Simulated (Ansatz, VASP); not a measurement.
**Al: VASP beside Ansatz**

INCAR

```
PREC     = Accurate       # precision mode
ENCUT    = 520            # plane-wave cutoff, eV
EDIFF    = 1E-6           # SCF threshold, eV
ISMEAR   = 0              # smearing method
SIGMA    = 0.15           # smearing width, eV
LREAL    = False          # projectors in reciprocal space
LASPH    = True           # aspherical terms in the spheres
NELM     = 100            # most SCF steps
ALGO     = Fast           # electronic algorithm
ISIF     = 2              # what is computed and relaxed
LWAVE    = False          # write WAVECAR
LCHARG   = False          # write CHGCAR
GGA      = PE             # functional
IVDW     = 12             # dispersion correction
NBANDS   = 10             # bands
```

Contents of KPOINTS:

```
Automatic mesh
0
Gamma
  18 18 10
```

The input POSCAR:

```
Al
1.0
    2.8124553515      0.0000000000      0.0000000000
   -1.4062276757      2.4356577814      0.0000000000
    0.0000000000      0.0000000000      4.8668500000
Al
2
Direct
    0.4533299466      0.3333333333      0.7500000000
    0.3333333333      0.6666666667      0.2500000000
```

Input for Ansatz:

```yaml
crystal:
  lattice:
    - [2.8124553515, 0.0, 0.0]
    - [-1.4062276757, 2.4356577814, 0.0]
    - [0.0, 0.0, 4.86685]
  atoms:
    - { symbol: Al, position: [0.4533299466, 0.3333333333, 0.75] }
    - { symbol: Al, position: [0.3333333333, 0.6666666667, 0.25] }
basis:
  ecutwfc: 420
kpoints:
  mp_grid: { grid: [18, 18, 10] }
hamiltonian:
  xc: pbe
  dispersion: d3bj
scf:
  occupations: { method: gaussian, width: 0.15 }
output:
  forces: true
  stress: true
  eigenvalues: true
```

Alike in both runs: task single point; functional PBE; dispersion D3(BJ); k mesh 18 × 18 × 10; occupations gaussian, width 0.15 eV; no spin polarisation.

```csv
,VASP,Ansatz
version,VASP 6.6.1,Ansatz 0.2.0
potentials or method,"VASP PAW PBE potentials, release 64 (Al), cutoff 520 eV","scalar-relativistic, plane waves, PAW"
valence electrons in the cell,6,6
```

```tsv
	VASP	Ansatz	Ansatz less VASP
gap on the k mesh at the Fermi level (eV)	none	none	-
pressure (GPa)	-1.1	-1.1	+0.02
traceless stress, the component that is largest in VASP (GPa)	1.81	1.80	-0.007
rms of the force components (eV/Å)	0.262	0.263	+0.0005
```

Atom by atom the forces differ by 0.000 eV/Å (rms over components). A gap of «none» marks a metal or a gap that the smearing closes.
